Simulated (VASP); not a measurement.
# MnS (F-43m) in VASP: single point with LDA

Aim: the single point of MnS with LDA.

Everything below comes from runs of VASP 6.6.1. Logs are shortened: lines on timing, memory, paths and dates and some standing lists are left out, and cuts for length are marked.

## Step 1: The cell of the first run

It takes space group F-43m (No. 216, cubic). Conventional cell: a = 5.600 Å, b = 5.600 Å, c = 5.600 Å, α = 90.00°, β = 90.00°, γ = 90.00°. Within 3.2 Å of Mn (site symmetry -43m) lie 4 S at 2.42 Å. Within 3.2 Å of S (site symmetry -43m) lie 4 Mn at 2.42 Å.

## Step 2: Single point, LDA, collinear spin, ferromagnetic start

The input, INCAR:

```
ALGO = Normal ; EDIFF = 1E-6
ENCUT = 520 ; ISIF = 2
ISMEAR = -1 ; ISPIN = 2
LASPH = True ; LCHARG = False
LMAXMIX = 4 ; LORBIT = 11
LREAL = False ; LWAVE = False
MAGMOM = 4 0 ; NBANDS = 20
NELM = 150 ; PREC = Accurate
SIGMA = 0.1
```

The input, KPOINTS:

```
k-points
0
Gamma
  9 9 9
```

The input, POSCAR:

```
MnS
1.0
    0.0000000000      2.8000000000      2.8000000000
    2.8000000000      0.0000000000      2.8000000000
    2.8000000000      2.8000000000      0.0000000000
Mn S
1 1
Direct
    0.0000000000      0.0000000000      0.0000000000
    0.2500000000      0.2500000000      0.2500000000
```

Potentials or basis: VASP PAW LDA potentials, release 64 (Mn_pv, S).

On the command line:

```sh
> cat potpaw_LDA.64/Mn_pv/POTCAR potpaw_LDA.64/S/POTCAR > POTCAR
> mpirun -np 1 vasp_std > vasp.out
```

OUTCAR:

```text
EDIFF = 1E-6
   ENCUT = 520
   ISIF = 2
   ISMEAR = -1
   ISPIN = 2
   LASPH = True
   LORBIT = 11
   LREAL = False
   NELM = 150
   PREC = Accurate

 ion  position               nearest neighbor table
   1  0.000  0.000  0.000-   2 2.42   2 2.42   2 2.42   2 2.42
   2  0.250  0.250  0.250-   1 2.42   1 2.42   1 2.42   1 2.42

  LATTYP: Found a face centered cubic cell.
 ALAT       =     5.6000000000

  Lattice vectors:

 A1 = (   0.0000000000,   2.8000000000,   2.8000000000)
 A2 = (   2.8000000000,   0.0000000000,   2.8000000000)
 A3 = (   2.8000000000,   2.8000000000,   0.0000000000)

Analysis of symmetry for initial positions (statically):
=====================================================================
 Subroutine PRICEL returns:
 Original cell was already a primitive cell.

 Routine SETGRP: Setting up the symmetry group for a
 face centered cubic supercell.

 Subroutine GETGRP returns: Found 24 space group operations
 (whereof 24 operations were pure point group operations)
 out of a pool of 48 trial point group operations.

The static configuration has the point symmetry T_d .

Analysis of symmetry for dynamics (positions and initial velocities):
=====================================================================
 Subroutine PRICEL returns:
 Original cell was already a primitive cell.

 Routine SETGRP: Setting up the symmetry group for a
 face centered cubic supercell.

 Subroutine GETGRP returns: Found 24 space group operations
 (whereof 24 operations were pure point group operations)
 out of a pool of 48 trial point group operations.

The dynamic configuration has the point symmetry T_d .

Analysis of structural, dynamic, and magnetic symmetry:
=====================================================================
 Subroutine PRICEL returns:
 Original cell was already a primitive cell.

 Routine SETGRP: Setting up the symmetry group for a
 face centered cubic supercell.

 Subroutine GETGRP returns: Found 24 space group operations
 (whereof 24 operations were pure point group operations)
 out of a pool of 48 trial point group operations.

The overall configuration has the point symmetry T_d .

 Subroutine INISYM returns: Found 24 space group operations
 (whereof 24 operations are pure point group operations),
 and found     1 'primitive' translations

----------------------------------------------------------------------------------------

                                     Primitive cell

  volume of cell :      43.9040

  direct lattice vectors                    reciprocal lattice vectors
     0.000000000  2.800000000  2.800000000    -0.178571429  0.178571429  0.178571429
     2.800000000  0.000000000  2.800000000     0.178571429 -0.178571429  0.178571429
     2.800000000  2.800000000  0.000000000     0.178571429  0.178571429 -0.178571429

  length of vectors
     3.959797975  3.959797975  3.959797975     0.309294787  0.309294787  0.309294787

  position of ions in fractional coordinates (direct lattice)
     0.000000000  0.000000000  0.000000000
     0.250000000  0.250000000  0.250000000

  ion indices of the primitive-cell ions
   primitive index   ion index
                 1           1
                 2           2

----------------------------------------------------------------------------------------

 KPOINTS: k-points

Automatic generation of k-mesh.
 Grid dimensions read from file:
 generate k-points for:    9    9    9

 Generating k-lattice:

  Cartesian coordinates                     Fractional coordinates (reciprocal lattice)
    -0.019841270  0.019841270  0.019841270     0.111111111  0.000000000  0.000000000
     0.019841270 -0.019841270  0.019841270     0.000000000  0.111111111  0.000000000
     0.019841270  0.019841270 -0.019841270     0.000000000  0.000000000  0.111111111

  Length of vectors
     0.034366087  0.034366087  0.034366087

  Shift w.r.t. Gamma in fractional coordinates (k-lattice)
     0.000000000  0.000000000  0.000000000

 Subroutine IBZKPT returns following result:
 ===========================================

 Found     35 irreducible k-points:

 Following reciprocal coordinates:
            Coordinates               Weight
  0.000000  0.000000  0.000000      1.000000
  0.111111  0.000000  0.000000      8.000000
  0.222222  0.000000  0.000000      8.000000
  0.333333  0.000000  0.000000      8.000000
  0.444444  0.000000  0.000000      8.000000
  0.111111  0.111111  0.000000      6.000000
[... 16 lines left out ...]
 -0.333333  0.333333  0.000000     12.000000
  0.444444  0.444444  0.000000      6.000000
 [... further k-points ...]
   k-points           NKPTS =     35   k-points in BZ     NKDIM =     35   number of bands    NBANDS=     20
   number of dos      NEDOS =    301   number of ions     NIONS =      2
   total plane-waves  NPLWV =  27000
   dimension x,y,z NGX =    30 NGY =   30 NGZ =   30
   dimension x,y,z NGXF=    60 NGYF=   60 NGZF=   60
   ions per type =               1   1
   NGX,Y,Z   is equivalent  to a cutoff of  12.60, 12.60, 12.60 a.u.
   NGXF,Y,Z  is equivalent  to a cutoff of  25.19, 25.19, 25.19 a.u.
 SYSTEM =  unknown system
   PREC   = accura    normal or accurate (medium, high low for compatibility)
   ISTART =      0    job   : 0-new  1-cont  2-samecut
   ICHARG =      2    charge: 1-file 2-atom 10-const
   ISPIN  =      2    spin polarized calculation?
   LNONCOLLINEAR =      F non collinear calculations
   LSORBIT =      F    spin-orbit coupling
   LASPH  =      T    aspherical Exc in radial PAW
   ENCUT  =  520.0 eV  38.22 Ry    6.18 a.u.   7.36  7.36  7.36*2*pi/ulx,y,z
   NELM   =    150;   NELMIN=  2; NELMDL= -5     # of ELM steps
   EDIFF  = 0.1E-05   stopping-criterion for ELM
   LREAL  =      F    real-space projection
   EDIFFG = 0.1E-04   stopping-criterion for IOM
   NSW    =      0    number of steps for IOM
   IBRION =     -1    ionic relax: 0-MD 1-quasi-New 2-CG
   NFREE  =      0    steps in history (QN), initial steepest desc. (CG)
   ISIF   =      2    stress and relaxation
   ISYM   =      2    0-nonsym 1-usesym 2-fastsym
   POTIM  = 0.5000    time-step for ionic-motion
   TEBEG  =    0.0;   TEEND  =   0.0 temperature during run
   PSTRESS=    0.0 pullay stress
   NELECT =      19.0000    total number of electrons
   NUPDOWN=      -1.0000    fix difference up-down
   EMIN   =  10.00;   EMAX   =-10.00  energy-range for DOS
   EFERMI =   0.00;   METHOD = LEGACY
   ISMEAR =    -1;   SIGMA  =   0.10  broadening in eV -4-tet -1-fermi 0-gaus
   EFERMI_NEDOS =   21; number of points for ismear=-14 and -15
   IALGO  =     38    algorithm
   IMIX   =      4    mixing-type and parameters
     AMIX     =   0.40;   BMIX     =  1.00
     AMIX_MAG =   1.60;   BMIX_MAG =  1.00
  volume/ion in A,a.u.               =      21.95       148.14
  Fermi-wavevector in a.u.,A,eV,Ry     =   1.238297  2.340041 20.862879  1.533378
  Thomas-Fermi vector in A             =   2.372828
   LORBIT       =     11    0 simple, 1 ext, 2 COOP (PROOUT), +10 PAW based schemes
   GGA     = CA    functional components
   LHFCALC =     F    Hartree Fock is set to
   AEXX    =    0.0000 exact exchange contribution
   IVDW    =     0    specifies the selected vdW correction
   LEPSILON=     F    determine dielectric tensor
   LRPA    =     F    only Hartree local field effects (RPA)
 spin polarized calculation
  energy-cutoff  :      520.00
  volume of cell :       43.90
 maximum number of plane-waves:      1243
 NGX is ok and might be reduce to    30
   NGX = 15   NGY = 15   NGZ = 15

 number of electron      18.9999987 magnetization       4.6441319

 Free energy of the ion-electron system (eV)
  ---------------------------------------------------
  ext. energy  EPLUGINS =         0.00000000
  ---------------------------------------------------
  free energy    TOTEN  =       -14.85287712 eV

  energy without entropy =      -14.80610106  energy(sigma->0) =      -14.82948909

 E-fermi :   4.0215     XC(G=0):  -9.7347

 val. band max:        4.0134634598   @ k =   0.4444   0.3333   0.0000
 cond. band min:       4.0402403978   @ k =   0.3333   0.3333   0.0000
 fundamental gap:      0.0267769379
 Fermi energy:         4.0214670466

 spin component 1

 k-point     1 :       0.0000    0.0000    0.0000
  band No.  band energies     occupation
      1     -45.8145      1.00000
      2     -45.8145      1.00000
      3     -45.8145      1.00000
      4      -9.6339      1.00000
      5      -0.5031      1.00000
      6      -0.5031      1.00000
[... 12 lines left out ...]
     19      16.0615      0.00000
     20      16.8574      0.00000

 k-point     2 :       0.1111    0.0000    0.0000
  band No.  band energies     occupation
      1     -45.8149      1.00000
      2     -45.8146      1.00000
      3     -45.8146      1.00000
      4      -9.5619      1.00000
      5      -0.6345      1.00000
      6      -0.4736      1.00000
[... 498 lines left out ...]
 k-point    24 :       0.4444    0.4444    0.0000
  band No.  band energies     occupation
      1     -45.8179      1.00000
      2     -45.8158      1.00000
      3     -45.8158      1.00000
      4      -8.7582      1.00000
      5      -1.5952      1.00000
      6       0.0597      1.00000
[... 12 lines left out ...]
     19      17.5648      0.00000
     20      17.5648      0.00000

 [... further k-points ...]

 spin component 2

 k-point     1 :       0.0000    0.0000    0.0000
  band No.  band energies     occupation
      1     -41.8076      1.00000
      2     -41.8076      1.00000
      3     -41.8076      1.00000
      4      -9.3314      1.00000
      5       0.8775      1.00000
      6       0.8775      1.00000
[... 12 lines left out ...]
     19      16.7794      0.00000
     20      17.6025      0.00000

 k-point     2 :       0.1111    0.0000    0.0000
  band No.  band energies     occupation
      1     -41.8081      1.00000
      2     -41.8076      1.00000
      3     -41.8076      1.00000
      4      -9.2621      1.00000
      5       0.6011      1.00000
      6       0.8916      1.00000
[... 498 lines left out ...]
 k-point    24 :       0.4444    0.4444    0.0000
  band No.  band energies     occupation
      1     -41.8123      1.00000
      2     -41.8094      1.00000
      3     -41.8094      1.00000
      4      -8.4900      1.00000
      5      -0.8670      1.00000
      6       0.8923      1.00000
[... 12 lines left out ...]
     19      18.1426      0.00000
     20      18.1426      0.00000

 [... further k-points ...]
[... 5 lines left out ...]
  --------------------------------------------------------------------------------------
  -------------------------------------------------------------------------------------
  Total       -1.8790568     -1.8790568     -1.8790568     -0.0000000      0.0000000      0.0000000
  in kB      -68.5719351    -68.5719351    -68.5719351     -0.0000000      0.0000000      0.0000000
  external PRESSURE =     -68.5719351 kB  Pullay stress =       0.0000000 kB

 VOLUME and BASIS-vectors are now :
 -----------------------------------------------------------------------------
  energy-cutoff  :      520.00
  volume of cell :       43.90
      direct lattice vectors                 reciprocal lattice vectors
     0.000000000  2.800000000  2.800000000    -0.178571429  0.178571429  0.178571429
     2.800000000  0.000000000  2.800000000     0.178571429 -0.178571429  0.178571429
     2.800000000  2.800000000  0.000000000     0.178571429  0.178571429 -0.178571429

 POSITION                                       TOTAL-FORCE (eV/Angst)
 -----------------------------------------------------------------------------------
      0.00000      0.00000      0.00000         0.000000     -0.000000      0.000000
      1.40000      1.40000      1.40000        -0.000000      0.000000     -0.000000
 -----------------------------------------------------------------------------------
    total drift:                               -0.000000     -0.000000      0.000000

  FREE ENERGIE OF THE ION-ELECTRON SYSTEM (eV)
  ---------------------------------------------------
  free  energy   TOTEN  =       -14.8528771200 eV

  energy  without entropy=      -14.8061010582  energy(sigma->0) =      -14.82948909

 total charge

# of ion       s       p       d       tot
------------------------------------------
    1        0.265   6.208   4.937  11.411
    2        1.317   2.399   0.000   3.717
--------------------------------------------------
tot          1.583   8.608   4.937  15.128

 magnetization (x)

# of ion       s       p       d       tot
------------------------------------------
    1        0.042   0.056   4.009   4.107
    2        0.010   0.063   0.000   0.072
--------------------------------------------------
tot          0.052   0.118   4.009   4.179
```

Run time: 1.8 min. Hardware: 1 thread of Intel Xeon 8259CL, shared host; peak memory 0.18 GiB.

What came out:

| Property | Result |
| --- | --- |
| Free energy | -14.8529 eV |
| Pressure | -6.9 GPa |
| Net moment | 4.64 μB per cell |
| Site moments | Mn +4.11; S +0.07 μB |
| Valence electrons inside the program's atomic spheres | Mn 11.41; S 3.72 |

Caveat: the cell stands under tension; a cell with one magnetic atom can't hold antiferromagnetic order, which such compounds often take; semilocal functionals often make such compounds metallic where correlation or magnetic order opens a gap, which also shifts bond lengths. With open d or f shells a metallic result of LDA can be an artefact of self-interaction; +U or a hybrid may open a gap.
